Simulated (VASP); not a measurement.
A run of VASP 6.6.1 is set up as follows.

File INCAR:

```
PREC = Accurate
ENCUT = 520
EDIFF = 1E-6
ISMEAR = 0
SIGMA = 0.1
LREAL = F
LASPH = T
NELM = 100
ALGO = Normal
ISIF = 2
LWAVE = F
LCHARG = F
GGA = PE
NBANDS = 22
```

KPOINTS

```
regular mesh
0
Gamma
  18 18 8
```

POSCAR

```
Ta2F
1.0
    2.8481504481      0.0000000000      0.0000000000
   -1.4240752241      2.4665706418      0.0000000000
    0.0000000000      0.0000000000      6.5162796831
Ta F
2 1
Direct
    0.3333333333      0.6666666667      0.6944870550
    0.6666666667      0.3333333333      0.3055129450
    0.0000000000      0.0000000000      0.0000000000
```

Potentials or basis: VASP PAW PBE potentials, release 64 (Ta_pv, F).

Run with:

```console
$ cat potpaw_PBE.64/Ta_pv/POTCAR potpaw_PBE.64/F/POTCAR > POTCAR
$ mpirun -np 1 vasp_std > vasp.out
```

Q: Predict the band gap on the k mesh.

A: Zero (an odd number of electrons rules out a gap without spin polarisation).

Q: What does it give for the pressure?

A: 0.0 GPa.

Q: What does it give for the largest force?

A: 0.009 eV/Å.

Forces in eV/Å, atoms in the order of the input:
```
Ta   0.000  0.000 -0.009
Ta   0.000  0.000  0.009
F    0.000  0.000  0.000
```

Caveat: spin-orbit coupling is left out, which moves the levels of the heavy elements; an odd number of electrons without spin polarisation forces a metal; a magnetic or distorted state may lie lower.
